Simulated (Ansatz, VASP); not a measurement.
**TaF4 in VASP and in Ansatz**

The input INCAR:

```
SYSTEM = TaF4
ALGO     = Normal         ! electronic algorithm
EDIFF    = 1E-6           ! SCF threshold, eV
ENCUT    = 520            ! plane-wave cutoff, eV
GGA      = PE             ! functional
ISIF     = 2              ! what is computed and relaxed
ISMEAR   = 0              ! smearing method
ISPIN    = 2              ! spin polarisation
LASPH    = .True.         ! aspherical terms in the spheres
LCHARG   = .False.        ! write CHGCAR
LMAXMIX  = 4              ! l up to which the mixer works
LORBIT   = 11             ! projections on sites
LREAL    = .False.        ! projectors in reciprocal space
LWAVE    = .False.        ! write WAVECAR
MAGMOM   = 1 0 0 0 0      ! initial moments
NBANDS   = 32             ! bands
NELM     = 150            ! most SCF steps
PREC     = Accurate       ! precision mode
SIGMA    = 0.01           ! smearing width, eV
```

KPOINTS

```
k-points
0
Gamma
  1 1 1
  0 0 0
```

POSCAR

```
TaF4
1.0
   12.5100000000      0.0000000000      0.0000000000
    0.0000000000     12.5100000000      0.0000000000
    0.0000000000      0.0000000000     10.2900000000
Ta F
1 4
Direct
    0.4999864100      0.4999864100      0.5001370300
    0.6402605900      0.4999864100      0.4373177800
    0.4999864100      0.6402605900      0.5629562700
    0.3597122300      0.4999864100      0.4373177800
    0.4999864100      0.3597122300      0.5629562700
```

Input for Ansatz:

```yaml
crystal:
  lattice:
    - [12.51, 0.0, 0.0]
    - [0.0, 12.51, 0.0]
    - [0.0, 0.0, 10.29]
  atoms:
    - { symbol: Ta, position: [0.49998641, 0.49998641, 0.50013703], spin: 1.0 }
    - { symbol: F, position: [0.64026059, 0.49998641, 0.43731778] }
    - { symbol: F, position: [0.49998641, 0.64026059, 0.56295627] }
    - { symbol: F, position: [0.35971223, 0.49998641, 0.43731778] }
    - { symbol: F, position: [0.49998641, 0.35971223, 0.56295627] }
basis:
  ecutwfc: 420
  ecutrho_ratio: 4
kpoints:
  mp_grid: { grid: [1, 1, 1] }
hamiltonian:
  xc: pbe
scf:
  occupations: { method: gaussian, width: 0.01 }
output:
  forces: true
  eigenvalues: true
  populations: true
magnetization:
  spin_polarized: true
```

Alike in both runs: task single point; functional PBE; k mesh 1 × 1 × 1; occupations gaussian, width 0.01 eV; collinear spin.

```csv
,VASP,Ansatz
version,VASP 6.6.1,Ansatz 0.2.0
potentials or method,"VASP PAW PBE potentials, release 64 (Ta_pv, F), cutoff 520 eV","scalar-relativistic, plane waves, PAW"
valence electrons in the cell,39,41
```

VASP gave:

* gap on the k mesh at the Fermi level (eV): 1.55
* rms of the force components (eV/Å): 0.130
* net moment per atom (μB): 0.20
* size of the moment on the site where the two differ most (μB): 0.60

**Question.** Which values does Ansatz return?

**Answer.** gap on the k mesh at the Fermi level (eV): 1.56; rms of the force components (eV/Å): 0.010; net moment per atom (μB): 0.20; size of the moment on the site where the two differ most (μB): 0.24.

Site moments also hang on the region over which each program counts them. Atom by atom the forces differ by 0.119 eV/Å (rms over components). One of these differences is far larger than is usual between the two programs; its cause wasn't traced. VASP's potentials hold 39 valence electrons a cell and Ansatz's 41, so a difference there can come from the potentials and not from the codes.

Spin-orbit coupling is off throughout.
